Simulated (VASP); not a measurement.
# GdO (F-43m) in VASP: a series of runs

GdO is run at these levels: r2SCAN; tasks: single point.

Program: VASP 6.6.1. These are calculated values, not measurements. Logs are shortened: lines on timing, memory, paths and dates and some standing lists are left out, and cuts for length are marked.

## 1. The cell of the first run

The structure is cubic, space group F-43m (No. 216). The conventional cell has a = 5.327 Å, b = 5.327 Å, c = 5.327 Å, α = 90.00°, β = 90.00°, γ = 90.00°. Gd (site symmetry -43m) has 4 O at 2.31 Å within 3.0 Å. Within 3.0 Å of O (site symmetry -43m) lie 4 Gd at 2.31 Å.

## 2. Single point, r2SCAN, collinear spin, ferromagnetic start

File POSCAR:

```
GdO
1.0
    0.0000000000      2.6635090403      2.6635090403
    2.6635090403      0.0000000000      2.6635090403
    2.6635090403      2.6635090403      0.0000000000
Gd O
1 1
Direct
    0.0000000000      0.0000000000      0.0000000000
    0.7500000000      0.7500000000      0.7500000000
```

File INCAR.step1:

```
SYSTEM = GdO
  PREC = Accurate
  ENCUT = 520
  ISMEAR = -1
  SIGMA = 0.05
  LREAL = .FALSE.
  LASPH = .TRUE.
  NELM = 150
  ISPIN = 2
  MAGMOM = 7 0
  LMAXMIX = 6
  NBANDS = 23
  GGA = PE
  ALGO = Normal
  EDIFF = 1E-4
  LWAVE = .TRUE.
  LCHARG = .FALSE.
```

File INCAR.step2:

```
SYSTEM = GdO
  PREC = Accurate
  ENCUT = 520
  EDIFF = 1E-6
  ISMEAR = -1
  SIGMA = 0.05
  LREAL = .FALSE.
  LASPH = .TRUE.
  NELM = 150
  ALGO = Normal
  ISIF = 2
  LWAVE = .FALSE.
  LCHARG = .FALSE.
  ISPIN = 2
  MAGMOM = 7 0
  LORBIT = 11
  LMAXMIX = 6
  METAGGA = R2SCAN
  LMIXTAU = .TRUE.
  NBANDS = 23
  ISTART = 1
```

File KPOINTS:

```
regular mesh
0
G
  9 9 9
  0 0 0
```

Potentials or basis: VASP PAW PBE potentials, release 64 (Gd, O).

Started as:

```bash
$ cat potpaw_PBE.64/Gd/POTCAR potpaw_PBE.64/O/POTCAR > POTCAR
$ cp INCAR.step1 INCAR
$ mpirun -np 1 vasp_std > vasp.out
$ cp INCAR.step2 INCAR
$ mpirun -np 1 vasp_std > vasp.out
```

OUTCAR:

```text
SYSTEM = GdO
   PREC = Accurate
   ENCUT = 520
   EDIFF = 1E-6
   ISMEAR = -1
   LREAL = .FALSE.
   LASPH = .TRUE.
   NELM = 150
   ISIF = 2
   ISPIN = 2
   LORBIT = 11
   METAGGA = R2SCAN
   ISTART = 1

 ion  position               nearest neighbor table
   1  0.000  0.000  0.000-   2 2.31   2 2.31   2 2.31   2 2.31
   2  0.750  0.750  0.750-   1 2.31   1 2.31   1 2.31   1 2.31

  LATTYP: Found a face centered cubic cell.
 ALAT       =     5.3270180806

  Lattice vectors:

 A1 = (   0.0000000000,   2.6635090403,   2.6635090403)
 A2 = (   2.6635090403,   0.0000000000,   2.6635090403)
 A3 = (   2.6635090403,   2.6635090403,   0.0000000000)

Analysis of symmetry for initial positions (statically):
=====================================================================
 Subroutine PRICEL returns:
 Original cell was already a primitive cell.

 Routine SETGRP: Setting up the symmetry group for a
 face centered cubic supercell.

 Subroutine GETGRP returns: Found 24 space group operations
 (whereof 24 operations were pure point group operations)
 out of a pool of 48 trial point group operations.

The static configuration has the point symmetry T_d .

Analysis of symmetry for dynamics (positions and initial velocities):
=====================================================================
 Subroutine PRICEL returns:
 Original cell was already a primitive cell.

 Routine SETGRP: Setting up the symmetry group for a
 face centered cubic supercell.

 Subroutine GETGRP returns: Found 24 space group operations
 (whereof 24 operations were pure point group operations)
 out of a pool of 48 trial point group operations.

The dynamic configuration has the point symmetry T_d .

Analysis of structural, dynamic, and magnetic symmetry:
=====================================================================
 Subroutine PRICEL returns:
 Original cell was already a primitive cell.

 Routine SETGRP: Setting up the symmetry group for a
 face centered cubic supercell.

 Subroutine GETGRP returns: Found 24 space group operations
 (whereof 24 operations were pure point group operations)
 out of a pool of 48 trial point group operations.

The overall configuration has the point symmetry T_d .

 Subroutine INISYM returns: Found 24 space group operations
 (whereof 24 operations are pure point group operations),
 and found     1 'primitive' translations

----------------------------------------------------------------------------------------

                                     Primitive cell

  volume of cell :      37.7914

  direct lattice vectors                    reciprocal lattice vectors
     0.000000000  2.663509040  2.663509040    -0.187722284  0.187722284  0.187722284
     2.663509040  0.000000000  2.663509040     0.187722284 -0.187722284  0.187722284
     2.663509040  2.663509040  0.000000000     0.187722284  0.187722284 -0.187722284

  length of vectors
     3.766770608  3.766770608  3.766770608     0.325144533  0.325144533  0.325144533

  position of ions in fractional coordinates (direct lattice)
     0.000000000  0.000000000  0.000000000
     0.750000000  0.750000000  0.750000000

  ion indices of the primitive-cell ions
   primitive index   ion index
                 1           1
                 2           2

----------------------------------------------------------------------------------------

 KPOINTS: regular mesh

Automatic generation of k-mesh.
 Grid dimensions read from file:
 generate k-points for:    9    9    9

 Generating k-lattice:

  Cartesian coordinates                     Fractional coordinates (reciprocal lattice)
    -0.020858032  0.020858032  0.020858032     0.111111111  0.000000000  0.000000000
     0.020858032 -0.020858032  0.020858032     0.000000000  0.111111111  0.000000000
     0.020858032  0.020858032 -0.020858032     0.000000000  0.000000000  0.111111111

  Length of vectors
     0.036127170  0.036127170  0.036127170

  Shift w.r.t. Gamma in fractional coordinates (k-lattice)
     0.000000000  0.000000000  0.000000000

 Subroutine IBZKPT returns following result:
 ===========================================

 Found     35 irreducible k-points:

 Following reciprocal coordinates:
            Coordinates               Weight
  0.000000  0.000000  0.000000      1.000000
  0.111111  0.000000  0.000000      8.000000
  0.222222  0.000000  0.000000      8.000000
  0.333333  0.000000  0.000000      8.000000
  0.444444  0.000000  0.000000      8.000000
  0.111111  0.111111  0.000000      6.000000
[... 16 lines left out ...]
 -0.333333  0.333333  0.000000     12.000000
  0.444444  0.444444  0.000000      6.000000
 [... further k-points ...]
   k-points           NKPTS =     35   k-points in BZ     NKDIM =     35   number of bands    NBANDS=     23
   number of dos      NEDOS =    301   number of ions     NIONS =      2
   total plane-waves  NPLWV =  21952
   dimension x,y,z NGX =    28 NGY =   28 NGZ =   28
   dimension x,y,z NGXF=    56 NGYF=   56 NGZF=   56
   ions per type =               1   1
   NGX,Y,Z   is equivalent  to a cutoff of  12.36, 12.36, 12.36 a.u.
   NGXF,Y,Z  is equivalent  to a cutoff of  24.72, 24.72, 24.72 a.u.
 SYSTEM =  GdO
   PREC   = accura    normal or accurate (medium, high low for compatibility)
   ISTART =      1    job   : 0-new  1-cont  2-samecut
   ICHARG =      0    charge: 1-file 2-atom 10-const
   ISPIN  =      2    spin polarized calculation?
   LNONCOLLINEAR =      F non collinear calculations
   LSORBIT =      F    spin-orbit coupling
   LASPH  =      T    aspherical Exc in radial PAW
   ENCUT  =  520.0 eV  38.22 Ry    6.18 a.u.   7.00  7.00  7.00*2*pi/ulx,y,z
   NELM   =    150;   NELMIN=  2; NELMDL=  0     # of ELM steps
   EDIFF  = 0.1E-05   stopping-criterion for ELM
   LREAL  =      F    real-space projection
   EDIFFG = 0.1E-04   stopping-criterion for IOM
   NSW    =      0    number of steps for IOM
   IBRION =     -1    ionic relax: 0-MD 1-quasi-New 2-CG
   NFREE  =      0    steps in history (QN), initial steepest desc. (CG)
   ISIF   =      2    stress and relaxation
   ISYM   =      2    0-nonsym 1-usesym 2-fastsym
   POTIM  = 0.5000    time-step for ionic-motion
   TEBEG  =    0.0;   TEEND  =   0.0 temperature during run
   PSTRESS=    0.0 pullay stress
   NELECT =      24.0000    total number of electrons
   NUPDOWN=      -1.0000    fix difference up-down
   EMIN   =  10.00;   EMAX   =-10.00  energy-range for DOS
   EFERMI =   0.00;   METHOD = LEGACY
   ISMEAR =    -1;   SIGMA  =   0.05  broadening in eV -4-tet -1-fermi 0-gaus
   EFERMI_NEDOS =   21; number of points for ismear=-14 and -15
   IALGO  =     38    algorithm
   IMIX   =      4    mixing-type and parameters
     AMIX     =   0.40;   BMIX     =  1.00
     AMIX_MAG =   1.60;   BMIX_MAG =  1.00
  volume/ion in A,a.u.               =      18.90       127.51
  Fermi-wavevector in a.u.,A,eV,Ry     =   1.407174  2.659173 26.941414  1.980138
  Thomas-Fermi vector in A             =   2.529460
   LORBIT       =     11    0 simple, 1 ext, 2 COOP (PROOUT), +10 PAW based schemes
   METAGGA = R2SCAN    functional components
   LHFCALC =     F    Hartree Fock is set to
   AEXX    =    0.0000 exact exchange contribution
   IVDW    =     0    specifies the selected vdW correction
   LEPSILON=     F    determine dielectric tensor
   LRPA    =     F    only Hartree local field effects (RPA)
 spin polarized calculation
  energy-cutoff  :      520.00
  volume of cell :       37.79
 maximum number of plane-waves:      1027
   NGX = 13   NGY = 13   NGZ = 13

 number of electron      24.0000004 magnetization       7.9356952

 Free energy of the ion-electron system (eV)
  ---------------------------------------------------
  ext. energy  EPLUGINS =         0.00000000
  ---------------------------------------------------
  free energy    TOTEN  =       -52.89225802 eV

  energy without entropy =      -52.88721915  energy(sigma->0) =      -52.88973858

 E-fermi :   4.2557     XC(G=0): -10.8793

 val. band max:        4.2366198426   @ k =   0.4444   0.0000   0.0000
 cond. band min:       4.4540797786   @ k =   0.2222   0.1111   0.0000
 fundamental gap:      0.2174599360
 Fermi energy:         4.2556560458

 spin component 1

 k-point     1 :       0.0000    0.0000    0.0000
  band No.  band energies     occupation
      1     -43.2376      1.00000
      2     -19.7292      1.00000
      3     -19.7291      1.00000
      4     -19.7291      1.00000
      5     -16.5778      1.00000
      6      -2.3126      1.00000
[... 15 lines left out ...]
     22      16.2090      0.00000
     23      16.7304      0.00000
[... 575 lines left out ...]
      1     -43.1771      1.00000
      2     -20.8808      1.00000
      3     -19.9452      1.00000
      4     -19.9451      1.00000
      5     -15.4425      1.00000
      6      -2.7164      1.00000
[... 15 lines left out ...]
     22      14.4834      0.00000
     23      15.3934      0.00000

 [... further k-points ...]

 spin component 2

 k-point     1 :       0.0000    0.0000    0.0000
  band No.  band energies     occupation
      1     -39.3702      1.00000
      2     -16.9765      1.00000
      3     -16.9765      1.00000
      4     -16.9765      1.00000
      5     -16.4142      1.00000
      6      -1.6749      1.00000
[... 15 lines left out ...]
     22      17.5019      0.00000
     23      17.6240      0.00000
[... 575 lines left out ...]
      1     -39.2855      1.00000
      2     -19.0428      1.00000
      3     -17.2624      1.00000
      4     -17.2624      1.00000
      5     -14.4157      1.00000
      6      -2.1773      1.00000
[... 15 lines left out ...]
     22      16.2931      0.00000
     23      16.6884      0.00000

 [... further k-points ...]

------------------------ aborting loop because EDIFF is reached ----------------------------------------

  FORCE on cell =-STRESS in cart. coord.  units (eV):
  Direction    XX          YY          ZZ          XY          YZ          ZX
  --------------------------------------------------------------------------------------
  -------------------------------------------------------------------------------------
  Total        0.4813934      0.4813934      0.4813934      0.0000000     -0.0000000      0.0000000
  in kB       20.4088336     20.4088336     20.4088336      0.0000000     -0.0000000      0.0000000
  external PRESSURE =      20.4088336 kB  Pullay stress =       0.0000000 kB

 VOLUME and BASIS-vectors are now :
 -----------------------------------------------------------------------------
  energy-cutoff  :      520.00
  volume of cell :       37.79
      direct lattice vectors                 reciprocal lattice vectors
     0.000000000  2.663509040  2.663509040    -0.187722284  0.187722284  0.187722284
     2.663509040  0.000000000  2.663509040     0.187722284 -0.187722284  0.187722284
     2.663509040  2.663509040  0.000000000     0.187722284  0.187722284 -0.187722284

 POSITION                                       TOTAL-FORCE (eV/Angst)
 -----------------------------------------------------------------------------------
      0.00000      0.00000      0.00000         0.000000      0.000000      0.000000
      3.99526      3.99526      3.99526        -0.000000     -0.000000     -0.000000
 -----------------------------------------------------------------------------------
    total drift:                                0.000001      0.000001      0.000001

  FREE ENERGIE OF THE ION-ELECTRON SYSTEM (eV)
  ---------------------------------------------------
  free  energy   TOTEN  =       -52.8922580227 eV

  energy  without entropy=      -52.8872191459  energy(sigma->0) =      -52.88973858

 total charge

# of ion       s       p       d       f       tot
--------------------------------------------------
    1        2.039   5.673   0.507   6.982  15.201
    2        1.573   3.481   0.000   0.000   5.054
--------------------------------------------------
tot          3.612   9.153   0.507   6.982  20.254

 magnetization (x)

# of ion       s       p       d       f       tot
--------------------------------------------------
    1        0.001  -0.100   0.206   6.883   6.990
    2        0.006   0.019   0.000   0.000   0.025
--------------------------------------------------
tot          0.007  -0.082   0.206   6.883   7.016
```

Wall time 4.4 min (1 thread of Intel Xeon Platinum 8259CL at 2.50GHz (Skylake/Cascade Lake), shared host); peak memory 0.22 GiB.

What came out:

| Property | Result |
| --- | --- |
| Free energy | -52.8923 eV |
| Pressure | 2.0 GPa |
| Net moment | 7.94 μB per cell |
| Site moments | Gd +6.99; O +0.03 μB |
| Valence electrons inside the program's atomic spheres | Gd 15.20; O 5.05 |

Levels at points of the mesh, in eV from the Fermi level:
Spin up:
```tsv
k point	band 13	band 14	band 15	band 16	band 17	band 18	band 19	band 20
(0.00, 0.00, 0.00)	-5.49	-5.49	-5.49	-2.39	2.85	2.85	4.80	4.80
```
Spin down:
```csv
k point,band 4,band 5,band 6,band 7,band 8,band 9,band 10,band 11,band 12,band 13
"(0.00, 0.00, 0.00)",-21.23,-20.67,-5.93,-5.93,-5.93,-0.87,1.27,1.27,1.27,1.49
```

Caveat: the PAW data sets were made with another functional, which shifts forces and pressure a little; spin-orbit coupling is left out, which moves the levels of the heavy elements; a cell with one magnetic atom can't hold antiferromagnetic order, which such compounds often take; semilocal functionals describe open f shells poorly, which spoils levels, moments and volumes. The state reached can hang on the start; a lower one may exist.

## 3. Single point, r2SCAN, collinear spin, ferromagnetic start

This run uses another cell than the first one, of 19.68 Å³/atom.

File POSCAR:

```
GdO
1.0
    0.0000000000      2.7000000000      2.7000000000
    2.7000000000      0.0000000000      2.7000000000
    2.7000000000      2.7000000000      0.0000000000
Gd O
1 1
Direct
    0.0000000000      0.0000000000      0.0000000000
    0.7500000000      0.7500000000      0.7500000000
```

File INCAR.step1:

```
ALGO = Normal ; EDIFF = 1E-4
ENCUT = 520 ; GGA = PE
ISMEAR = -1 ; ISPIN = 2
LASPH = T ; LCHARG = F
LMAXMIX = 6 ; LREAL = F
LWAVE = T ; MAGMOM = 7 0
NBANDS = 23 ; NELM = 150
PREC = Accurate ; SIGMA = 0.05
```

File INCAR.step2:

```
ALGO = Normal ; EDIFF = 1E-6
ENCUT = 520 ; ISIF = 2
ISMEAR = -1 ; ISPIN = 2
ISTART = 1 ; LASPH = T
LCHARG = T ; LELF = T
LMAXMIX = 6 ; LMIXTAU = T
LORBIT = 11 ; LREAL = F
LVHAR = T ; LWAVE = F
MAGMOM = 7 0 ; METAGGA = R2SCAN
NBANDS = 23 ; NELM = 150
PREC = Accurate ; SIGMA = 0.05
```

File KPOINTS:

```
k-points
0
Gamma
  9 9 9
```

Potentials or basis: VASP PAW PBE potentials, release 64 (Gd, O).

Started as:

```bash
$ cat potpaw_PBE.64/Gd/POTCAR potpaw_PBE.64/O/POTCAR > POTCAR
$ cp INCAR.step1 INCAR
$ mpirun -np 1 vasp_std > vasp.out
$ cp INCAR.step2 INCAR
$ mpirun -np 1 vasp_std > vasp.out
```

OUTCAR:

```text
EDIFF = 1E-6
   ENCUT = 520
   ISIF = 2
   ISMEAR = -1
   ISPIN = 2
   ISTART = 1
   LASPH = T
   LORBIT = 11
   LREAL = F
   METAGGA = R2SCAN
   NELM = 150
   PREC = Accurate

 ion  position               nearest neighbor table
   1  0.000  0.000  0.000-   2 2.34   2 2.34   2 2.34   2 2.34
   2  0.750  0.750  0.750-   1 2.34   1 2.34   1 2.34   1 2.34

  LATTYP: Found a face centered cubic cell.
 ALAT       =     5.4000000000

  Lattice vectors:

[... 1463 lines left out ...]

 VOLUME and BASIS-vectors are now :
 -----------------------------------------------------------------------------
  energy-cutoff  :      520.00
  volume of cell :       39.37
      direct lattice vectors                 reciprocal lattice vectors
     0.000000000  2.700000000  2.700000000    -0.185185185  0.185185185  0.185185185
     2.700000000  0.000000000  2.700000000     0.185185185 -0.185185185  0.185185185
     2.700000000  2.700000000  0.000000000     0.185185185  0.185185185 -0.185185185

 POSITION                                       TOTAL-FORCE (eV/Angst)
 -----------------------------------------------------------------------------------
      0.00000      0.00000      0.00000        -0.000000      0.000000      0.000000
      4.05000      4.05000      4.05000         0.000000     -0.000000     -0.000000
 -----------------------------------------------------------------------------------
    total drift:                               -0.000000     -0.000000     -0.000000

  FREE ENERGIE OF THE ION-ELECTRON SYSTEM (eV)
  ---------------------------------------------------
  free  energy   TOTEN  =       -52.8922101893 eV

  energy  without entropy=      -52.8871827063  energy(sigma->0) =      -52.88969645

 total charge

# of ion       s       p       d       f       tot
--------------------------------------------------
    1        2.037   5.667   0.485   6.979  15.168
    2        1.571   3.463   0.000   0.000   5.034
--------------------------------------------------
tot          3.608   9.130   0.485   6.979  20.202

 magnetization (x)

# of ion       s       p       d       f       tot
--------------------------------------------------
    1        0.001  -0.104   0.202   6.886   6.986
    2        0.007   0.019   0.000   0.000   0.026
--------------------------------------------------
tot          0.007  -0.084   0.202   6.886   7.012
```

OSZICAR.step1:

```text
N       E                     dE             d eps       ncg     rms          rms(c)
DAV:   1     0.155402217920E+03    0.15540E+03   -0.85695E+03  4572   0.528E+03
DAV:   2    -0.382085606831E+00   -0.15578E+03   -0.13471E+03  4644   0.465E+02
DAV:   3    -0.200616980720E+02   -0.19680E+02   -0.19280E+02  4662   0.119E+02
DAV:   4    -0.222449331709E+02   -0.21832E+01   -0.21637E+01  6001   0.258E+01
DAV:   5    -0.223304827928E+02   -0.85550E-01   -0.85432E-01  4953   0.625E+00    0.415E+01
DAV:   6    -0.256430822946E+02   -0.33126E+01   -0.21870E+01  5268   0.141E+02    0.870E+01
DAV:   7    -0.220333414665E+02    0.36097E+01   -0.47878E+00  5452   0.762E+01    0.334E+01
DAV:   8    -0.220830193891E+02   -0.49678E-01   -0.65733E-01  5589   0.107E+01    0.229E+01
DAV:   9    -0.222271380480E+02   -0.14412E+00   -0.20966E-01  5172   0.180E+01    0.133E+01
DAV:  10    -0.220313348803E+02    0.19580E+00   -0.14204E+00  4231   0.541E+01    0.812E+00
DAV:  11    -0.220702240415E+02   -0.38889E-01   -0.84875E-02  5586   0.107E+01    0.773E+00
DAV:  12    -0.220679321654E+02    0.22919E-02   -0.19622E-02  5470   0.435E+00    0.581E+00
DAV:  13    -0.220612453516E+02    0.66868E-02   -0.12737E-02  4904   0.442E+00    0.358E+00
DAV:  14    -0.220561380262E+02    0.51073E-02   -0.17712E-02  4553   0.638E+00    0.601E-01
DAV:  15    -0.220567763960E+02   -0.63837E-03   -0.45983E-03  5419   0.682E-01    0.568E-01
DAV:  16    -0.220568257920E+02   -0.49396E-04   -0.70680E-05  3616   0.379E-01
   1 F= -.22056826E+02 E0= -.22048885E+02  d E =-.158823E-01  mag=     7.5648
```

It took 5.5 min on 1 thread of Intel Xeon Platinum 8259CL at 2.50GHz (Skylake/Cascade Lake), shared host; peak memory 0.23 GiB.

Results:

| Property | Result |
| --- | --- |
| Free energy | -52.8922 eV |
| Pressure | -2.4 GPa |
| Net moment | 7.94 μB per cell |
| Site moments | Gd +6.99; O +0.03 μB |
| Valence electrons inside the program's atomic spheres | Gd 15.17; O 5.03 |

Caveat: the PAW data sets were made with another functional, which shifts forces and pressure a little; spin-orbit coupling is left out, which moves the levels of the heavy elements; a cell with one magnetic atom can't hold antiferromagnetic order, which such compounds often take; semilocal functionals describe open f shells poorly, which spoils levels, moments and volumes. The state reached can hang on the start; a lower one may exist.

(Continued in part 2 of 2.)
